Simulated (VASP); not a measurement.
# Hf16N5 (C2) in VASP: single point with PBE

Aim: the single point of Hf16N5 with PBE.

Everything below comes from runs of VASP 6.6.1. Logs are shortened: lines on timing, memory, paths and dates and some standing lists are left out, and cuts for length are marked.

## Step 1: The cell of the first run

Symmetry: C2, No. 5, monoclinic system. Conventional cell: a = 10.351 Å, b = 13.004 Å, c = 7.577 Å, α = 90.00°, β = 132.86°, γ = 90.00°. Within 3.0 Å of Hf (site symmetry 1) lie 2 N at 2.24 to 2.25 Å. Within 2.9 Å of Hf (site symmetry 1) lie 2 N at 2.23 to 2.27 Å. Hf (site symmetry 1) has 2 N at 2.24 Å and 12 Hf at 3.10 to 3.32 Å within 3.4 Å. Within 3.0 Å of Hf (site symmetry 1) lie 1 N at 2.24 Å. Hf (site symmetry 1) has 1 N at 2.25 Å within 3.0 Å. Within 2.9 Å of Hf (site symmetry 1) lie 2 N at 2.23 to 2.26 Å. Hf (site symmetry 1) has 2 N at 2.22 to 2.23 Å within 2.9 Å. Hf (site symmetry 1) has 3 N at 2.25 to 2.26 Å and 12 Hf at 3.12 to 3.31 Å within 3.4 Å.

## Step 2: Single point, PBE (atoms taken out, then relaxed in part)

Contents of INCAR:

```
SYSTEM = Hf16N5
PREC = Accurate
ENCUT = 600
EDIFF = 1E-6
ISMEAR = 0
SIGMA = 0.1
LREAL = .False.
LASPH = .True.
NELM = 120
ALGO = Normal
ISIF = 2
LWAVE = .False.
LCHARG = .False.
GGA = PE
ISYM = 0
NBANDS = 108
GGA_COMPAT = .False.
```

Contents of KPOINTS:

```
Automatic mesh
0
Gamma
  3 3 3
  0 0 0
```

Contents of POSCAR:

```
Hf16N5
1.0
    5.1655182720     -5.5438218805     -0.0000127714
   -5.1859328251     -5.5643961884      0.0000064865
    0.0102265922      5.5541073344     -6.5020663877
Hf N
16 5
Direct
    0.7235873967      0.4632014904      0.5094045235
    0.4632832924      0.2022006189      0.9913379931
    0.2214092713      0.9624719512      0.5055306141
    0.9647882661      0.7048544718      0.9968715682
    0.7873925205      0.0465849052      0.5094188268
    0.5296321834      0.7895141838      0.9913422581
    0.2856967641      0.5434331995      0.5055419276
    0.0336556459      0.2923987749      0.9968818035
    0.9213104724      0.1660851261      0.2538123041
    0.6612971695      0.9046493143      0.7411295008
    0.4232729117      0.6624985098      0.2490604348
    0.1706303738      0.4086611545      0.7506975351
    0.3340768268      0.0881003005      0.2538149635
    0.0814096706      0.8368616866      0.7411440062
    0.8273634388      0.5869366469      0.2490665946
    0.5816476106      0.3424064777      0.7507033574
    0.5013110744      0.5007087454      0.0010428322
    0.2516888121      0.2510831506      0.5017998965
    0.7485743701      0.7479776101      0.4955739293
    0.3748464209      0.8742492010      0.7481200785
    0.8766729545      0.3760688147      0.7517655197
```

Potentials or basis: VASP PAW PBE potentials, release 64 (Hf_pv, N).

Run with:

```
$ cat potpaw_PBE.64/Hf_pv/POTCAR potpaw_PBE.64/N/POTCAR > POTCAR
$ mpirun -np 1 vasp_std > vasp.out
```

OUTCAR:

```text
SYSTEM = Hf16N5
   PREC = Accurate
   ENCUT = 600
   EDIFF = 1E-6
   ISMEAR = 0
   LREAL = .False.
   LASPH = .True.
   NELM = 120
   ISIF = 2
   GGA = PE
   ISYM = 0

 ion  position               nearest neighbor table
   1  0.724  0.463  0.509-  21 2.24  19 2.25  10 3.12  12 3.14  14 3.16   4 3.17   9 3.17   5 3.17
                            15 3.20  16 3.21  11 3.22  13 3.28   7 3.32   2 3.37
   2  0.463  0.202  0.991-  20 2.23  17 2.27  12 3.14   6 3.14  10 3.15   3 3.16  16 3.19   9 3.20
                            15 3.20  14 3.21  11 3.22  13 3.29   8 3.30   1 3.37
   3  0.221  0.962  0.506-  18 2.24  20 2.24  10 3.10  12 3.14   2 3.16  13 3.18  14 3.18  16 3.18
                             7 3.19   9 3.20  11 3.21  15 3.30   4 3.31   5 3.32
   4  0.965  0.705  0.997-  21 2.24   8 3.14  12 3.17   1 3.17  11 3.20  16 3.20  10 3.21  13 3.22
                             9 3.23  14 3.26  15 3.26   6 3.30   3 3.31
   5  0.787  0.047  0.509-  21 2.24  19 2.25  14 3.12  16 3.14  10 3.16   8 3.17  13 3.17   1 3.17
                            11 3.20  12 3.21  15 3.22   9 3.28   3 3.32   6 3.37
   6  0.530  0.790  0.991-  20 2.23  17 2.27  16 3.14   2 3.14  14 3.15   7 3.16  12 3.19  13 3.20
                            11 3.20  10 3.21  15 3.22   9 3.29   4 3.30   5 3.37
   7  0.286  0.543  0.506-  18 2.24  20 2.24  14 3.10  16 3.14   6 3.16   9 3.18  10 3.18  12 3.18
                             3 3.19  13 3.20  15 3.21  11 3.30   8 3.31   1 3.32
   8  0.034  0.292  0.997-  21 2.24   4 3.14  16 3.17   5 3.17  15 3.20  12 3.20  14 3.21   9 3.22
                            13 3.23  10 3.26  11 3.26   2 3.30   7 3.31
   9  0.921  0.166  0.254-  18 2.25  13 3.14   1 3.17   7 3.18   2 3.20   3 3.20   8 3.22   4 3.23
                            12 3.23  15 3.25   5 3.28   6 3.29  10 3.33
  10  0.661  0.905  0.741-  20 2.23  19 2.26   3 3.10   1 3.12   2 3.15   5 3.16   7 3.18  14 3.19
                            11 3.20   6 3.21   4 3.21   8 3.26  16 3.31   9 3.33
  11  0.423  0.662  0.249-  19 2.22  17 2.23  15 3.08   4 3.20   5 3.20  10 3.20   6 3.20   3 3.21
                             2 3.22   1 3.22  12 3.24  13 3.25   8 3.26   7 3.30
  12  0.171  0.409  0.751-  18 2.25  17 2.25  21 2.26  16 3.12   3 3.14   2 3.14   1 3.14   4 3.17
                             7 3.18   6 3.19   8 3.20   5 3.21   9 3.23  11 3.24  14 3.31
  13  0.334  0.088  0.254-  18 2.25   9 3.14   5 3.17   3 3.18   6 3.20   7 3.20   4 3.22   8 3.23
                            16 3.23  11 3.25   1 3.28   2 3.29  14 3.33
  14  0.081  0.837  0.741-  20 2.23  19 2.26   7 3.10   5 3.12   6 3.15   1 3.16   3 3.18  10 3.19
                            15 3.20   2 3.21   8 3.21   4 3.26  12 3.31  13 3.33
  15  0.827  0.587  0.249-  19 2.22  17 2.23  11 3.08   8 3.20   1 3.20  14 3.20   2 3.20   7 3.21
                             6 3.22   5 3.22  16 3.24   9 3.25   4 3.26   3 3.30
  16  0.582  0.342  0.751-  18 2.25  17 2.25  21 2.26  12 3.12   7 3.14   6 3.14   5 3.14   8 3.17
                             3 3.18   2 3.19   4 3.20   1 3.21  13 3.23  15 3.24  10 3.31
  17  0.501  0.501  0.001-  11 2.23  15 2.23  16 2.25  12 2.25   6 2.27   2 2.27
  18  0.252  0.251  0.502-   3 2.24   7 2.24  12 2.25  16 2.25  13 2.25   9 2.25
  19  0.749  0.748  0.496-  15 2.22  11 2.22   5 2.25   1 2.25  10 2.26  14 2.26
  20  0.375  0.874  0.748-   2 2.23   6 2.23  10 2.23  14 2.23   7 2.24   3 2.24
  21  0.877  0.376  0.752-   5 2.24   1 2.24   4 2.24   8 2.24  12 2.26  16 2.26

IMPORTANT INFORMATION: All symmetrisations will be switched off!
NOSYMM: (Re-)initialisation of all symmetry stuff for point group C_1.

[... 147 lines left out ...]
   LHFCALC =     F    Hartree Fock is set to
   AEXX    =    0.0000 exact exchange contribution
   IVDW    =     0    specifies the selected vdW correction
   LEPSILON=     F    determine dielectric tensor
   LRPA    =     F    only Hartree local field effects (RPA)
 non-spin polarized calculation
 Gauss-broadening in eV      SIGMA  =   0.10
  energy-cutoff  :      600.00
  volume of cell :      373.82
 maximum number of plane-waves:     12508
 NGX is ok and might be reduce to    64
   NGX = 31   NGY = 31   NGZ = 35

 number of electron     185.0000000 magnetization

 Free energy of the ion-electron system (eV)
  ---------------------------------------------------
  ext. energy  EPLUGINS =         0.00000000
  ---------------------------------------------------
  free energy    TOTEN  =      -219.54722867 eV

  energy without entropy =     -219.48682774  energy(sigma->0) =     -219.51702821

 E-fermi :   5.1608     XC(G=0): -11.5795

 val. band max:        5.1583796422   @ k =   0.0000   0.0000   0.0000
 cond. band min:       5.1944230399   @ k =  -0.3333  -0.3333   0.3333
 fundamental gap:      0.0360433977
 Fermi energy:         5.1607708667

 k-point     1 :       0.0000    0.0000    0.0000
  band No.  band energies     occupation
      1     -25.7826      2.00000
      2     -25.6004      2.00000
      3     -25.5753      2.00000
      4     -25.5472      2.00000
      5     -25.5212      2.00000
      6     -25.4667      2.00000
[... 1487 lines left out ...]
    103       6.6252      0.00000
    104       6.7647      0.00000
 [bands above 104 left out]

------------------------ aborting loop because EDIFF is reached ----------------------------------------

  FORCE on cell =-STRESS in cart. coord.  units (eV):
  Direction    XX          YY          ZZ          XY          YZ          ZX
  --------------------------------------------------------------------------------------
  -------------------------------------------------------------------------------------
  Total       -2.3150450     -2.3169288     -2.1949511     -0.0056518     -0.0012594      0.0014394
  in kB       -9.9221175     -9.9301913     -9.4074037     -0.0242232     -0.0053978      0.0061690
  external PRESSURE =      -9.7532375 kB  Pullay stress =       0.0000000 kB

 VOLUME and BASIS-vectors are now :
 -----------------------------------------------------------------------------
  energy-cutoff  :      600.00
  volume of cell :      373.82
      direct lattice vectors                 reciprocal lattice vectors
     5.165518272 -5.543821881 -0.000012771     0.096783952 -0.090201265 -0.076898282
    -5.185932825 -5.564396188  0.000006486    -0.096426380 -0.089846185 -0.076898856
     0.010226592  5.554107334 -6.502066388    -0.000000286  0.000000088 -0.153797186

 POSITION                                       TOTAL-FORCE (eV/Angst)
 -----------------------------------------------------------------------------------
      1.34078     -3.75959     -3.31219        -0.000750     -0.017129     -0.049406
      1.35464      1.81251     -6.44575        -0.006164     -0.036084      0.054984
     -3.84245     -3.77526     -3.28699        -0.016680     -0.030355     -0.056744
      1.33850     -3.73397     -6.48173         0.044442      0.031675      0.048714
      3.83091     -1.79501     -3.31228         0.001158      0.016948     -0.048443
     -1.34840     -1.82333     -6.44577         0.006009      0.036197      0.055237
[... 13 lines left out ...]
     -2.58987     -2.78761     -4.86433         0.000102      0.000315      0.008411
      2.58589     -2.77733     -4.88804        -0.000303      0.000012      0.004809
 -----------------------------------------------------------------------------------
    total drift:                               -0.000043     -0.000099     -0.000495

  FREE ENERGIE OF THE ION-ELECTRON SYSTEM (eV)
  ---------------------------------------------------
  free  energy   TOTEN  =      -219.5472286676 eV

  energy  without entropy=     -219.4868277428  energy(sigma->0) =     -219.51702821
```

OSZICAR:

```text
N       E                     dE             d eps       ncg     rms          rms(c)
DAV:   1     0.110285763052E+04    0.11029E+04   -0.11006E+05  3040   0.185E+03
DAV:   2    -0.140786292377E+03   -0.12436E+04   -0.12098E+04  3608   0.468E+02
DAV:   3    -0.237428146954E+03   -0.96642E+02   -0.93086E+02  3800   0.882E+01
DAV:   4    -0.241300671780E+03   -0.38725E+01   -0.37765E+01  3640   0.166E+01
DAV:   5    -0.241417040493E+03   -0.11637E+00   -0.11525E+00  3720   0.262E+00    0.193E+02
DAV:   6    -0.221056784227E+03    0.20360E+02   -0.14600E+02  3696   0.264E+01    0.128E+02
DAV:   7    -0.220988405313E+03    0.68379E-01   -0.32495E+01  3656   0.172E+01    0.305E+01
DAV:   8    -0.219705142456E+03    0.12833E+01   -0.98483E+00  3592   0.898E+00    0.719E+00
DAV:   9    -0.219571377089E+03    0.13377E+00   -0.20405E+00  3656   0.422E+00    0.585E+00
DAV:  10    -0.219553843053E+03    0.17534E-01   -0.22085E-01  3416   0.163E+00    0.220E+00
DAV:  11    -0.219548970824E+03    0.48722E-02   -0.67927E-02  3312   0.820E-01    0.153E+00
DAV:  12    -0.219547214177E+03    0.17566E-02   -0.11754E-02  3720   0.406E-01    0.568E-01
DAV:  13    -0.219547300678E+03   -0.86501E-04   -0.28432E-03  3536   0.180E-01    0.342E-01
DAV:  14    -0.219547235321E+03    0.65357E-04   -0.34251E-04  3672   0.631E-02    0.112E-01
DAV:  15    -0.219547228512E+03    0.68090E-05   -0.74707E-05  3592   0.300E-02    0.696E-02
DAV:  16    -0.219547229004E+03   -0.49222E-06   -0.32137E-05  3936   0.194E-02    0.190E-02
DAV:  17    -0.219547228668E+03    0.33654E-06   -0.62402E-06  3112   0.823E-03
   1 F= -.21954723E+03 E0= -.21951703E+03  d E =-.604009E-01
```

Wall time 39 min (1 thread of Intel Xeon 8259CL, shared host); peak memory 0.9 GiB.

What came out:

- Free energy: -219.5472 eV
- Pressure: -1.0 GPa
- Largest force: 0.101 eV/Å
- Band gap on the k mesh: zero (an odd number of electrons rules out a gap without spin polarisation)

Forces on the atoms (eV/Å):
```
Hf  -0.001 -0.017 -0.049
Hf  -0.006 -0.036  0.055
Hf  -0.017 -0.030 -0.057
Hf   0.044  0.032  0.049
Hf   0.001  0.017 -0.048
Hf   0.006  0.036  0.055
Hf   0.017  0.030 -0.056
Hf  -0.044 -0.032  0.049
Hf   0.033 -0.037 -0.041
Hf  -0.010  0.030  0.055
Hf   0.071 -0.070 -0.010
Hf   0.038 -0.027  0.005
Hf  -0.033  0.037 -0.041
Hf   0.010 -0.030  0.056
Hf  -0.071  0.070 -0.010
Hf  -0.038  0.027  0.005
N    0.000  0.000  0.007
N    0.000  0.000 -0.018
N    0.000  0.000 -0.018
N    0.000  0.000  0.008
N    0.000  0.000  0.005
```

Levels at points of the mesh, in eV from the Fermi level:
| k point | band 90 | band 91 | band 92 | band 93 | band 94 | band 95 |
| --- | --- | --- | --- | --- | --- | --- |
| (0.00, 0.00, 0.00) | -0.32 | -0.23 | -0.23 | -0.03 | 0.00 | 0.16 |

Caveat: the cell differs from its parent crystal (atoms taken out, then relaxed in part); spin-orbit coupling is left out, which moves the levels of the heavy elements.
